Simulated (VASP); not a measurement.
Set up this calculation in VASP 6.6.1, as the native input.

| Property | Result |
| --- | --- |
| Task | relaxation of cell and atoms |
| Functional | PBE |
| Potentials or basis | VASP PAW PBE potentials, release 64 (Be, Cd, Se) |
| Cutoff | 600 eV |
| k mesh | 2 × 2 × 2 |
| Occupations | gaussian, width 0.15 eV |
| Spin | no spin polarisation |
| Dipole correction | no |
| Further INCAR settings | ALGO = Normal; EDIFF = 1e-07; IBRION = 2; EDIFFG = -0.08; NSW = 36; ISIF = 3 |

The structure of Be3CdSe4 lies in POSCAR:

```
Be3CdSe4
1.0
    5.4937314400      0.0000000000      0.0000000000
    0.0000000000      5.4937314400      0.0000000000
    0.0000000000      0.0000000000      5.4937314400
Be Cd Se
3 1 4
Direct
    0.0000000000      0.0000000000      0.5000000000
    0.0000000000      0.5000000000      0.0000000000
    0.5000000000      0.0000000000      0.0000000000
    0.5000000000      0.5000000000      0.5000000000
    0.7563347300      0.7563347300      0.2436652700
    0.7563347300      0.2436652700      0.7563347300
    0.2436652700      0.7563347300      0.7563347300
    0.2436652700      0.2436652700      0.2436652700
```

The input as run:

INCAR

```
ALGO = Normal ; EDIFF = 1E-7
EDIFFG = -0.08 ; ENCUT = 600
GGA = PE ; GGA_COMPAT = F
IBRION = 2 ; ISIF = 3
ISMEAR = 0 ; LASPH = T
LCHARG = F ; LREAL = F
LWAVE = F ; NELM = 120
NELMIN = 4 ; NSW = 36
PREC = Accurate ; SIGMA = 0.15
```

KPOINTS

```
k-points
0
Gamma
  2 2 2
```

Potentials or basis: VASP PAW PBE potentials, release 64 (Be, Cd, Se).

The run is started by

```console
$ cat potpaw_PBE.64/Be/POTCAR potpaw_PBE.64/Cd/POTCAR potpaw_PBE.64/Se/POTCAR > POTCAR
$ mpirun -np 1 vasp_std > vasp.out
```

It gave:

```json
{"Relaxed volume": "20.20 Å³/atom", "Relaxed cell": "a = 5.447 Å, b = 5.447 Å, c = 5.447 Å, α = 90.00°, β = 90.00°, γ = 90.00°", "Space group after relaxing (to 0.05 Å)": "P-43m (No. 215)", "Energy gained by relaxing": "90.3 meV/atom", "Ionic steps": "4", "Pressure after relaxing": "0.3 GPa", "Largest force after relaxing": "0.079 eV/Å", "Band gap on the k mesh": "2.58 eV, direct"}
```

Caveat: the k points lie up to 0.58 Å⁻¹ apart in the final cell; the relaxation stopped at a loose force limit of 0.08 eV/Å, so its end isn't a converged minimum.

Wall time 67 s on 1 thread of Intel(R) Xeon(R) 6975P-C (Granite Rapids) (shared host), peak memory 0.34 GiB.
